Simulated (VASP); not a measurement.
Set up this calculation in VASP 6.6.1, as the native input.

```yaml
Task: single point
Functional: PBEsol
Potentials_or_basis: VASP PAW PBE potentials, release 64 (Si, Mo_sv)
Cutoff: 520 eV
k_mesh: 12 × 12 × 6
Occupations: gaussian, width 0.1 eV
Spin: no spin polarisation
Dipole_correction: no
Further_INCAR_settings: ALGO = Normal; EDIFF = 1e-07; NBANDS = 43
```

The structure of Si2Mo lies in POSCAR:

```
Si2Mo
1.0
    4.4263488436      0.0000000000      0.0000000000
   -2.2131744218      3.8333305446      0.0000000000
    0.0000000000      0.0000000000      6.3821028196
Si Mo
6 3
Direct
    0.1639911573      0.8360088427      0.8333333333
    0.3279823146      0.1639911573      0.1666666667
    0.8360088427      0.6720176854      0.5000000000
    0.8360088427      0.1639911573      0.8333333333
    0.6720176854      0.8360088427      0.1666666667
    0.1639911573      0.3279823146      0.5000000000
    0.5000000000      0.0000000000      0.5000000000
    0.0000000000      0.5000000000      0.1666666667
    0.5000000000      0.5000000000      0.8333333333
```

The input as run:

INCAR

```
ALGO = Normal ; EDIFF = 1E-7
ENCUT = 520 ; GGA = PS
ISIF = 2 ; ISMEAR = 0
LASPH = True ; LCHARG = False
LREAL = False ; LWAVE = False
NBANDS = 43 ; NELM = 60
PREC = Accurate ; SIGMA = 0.1
```

KPOINTS

```
k-points
0
Gamma
  12 12 6
```

Potentials or basis: VASP PAW PBE potentials, release 64 (Si, Mo_sv).

Launch:

```console
$ cat potpaw_PBE.64/Si/POTCAR potpaw_PBE.64/Mo_sv/POTCAR > POTCAR
$ mpirun -np 1 vasp_std > vasp.out
```

It gave:

```yaml
Pressure: 26.2 GPa
Largest_force: 0.006 eV/Å
Band_gap_on_the_k_mesh: zero (bands 33 and 34 overlap by 0.02 eV)
```

Caveat: the cell stands under pressure; the PAW data sets were made with another functional, which shifts forces and pressure a little.

It took 2.1 min on 1 thread of Intel(R) Xeon(R) 6975P-C (Granite Rapids), with other jobs on the host, peak memory 0.41 GiB.
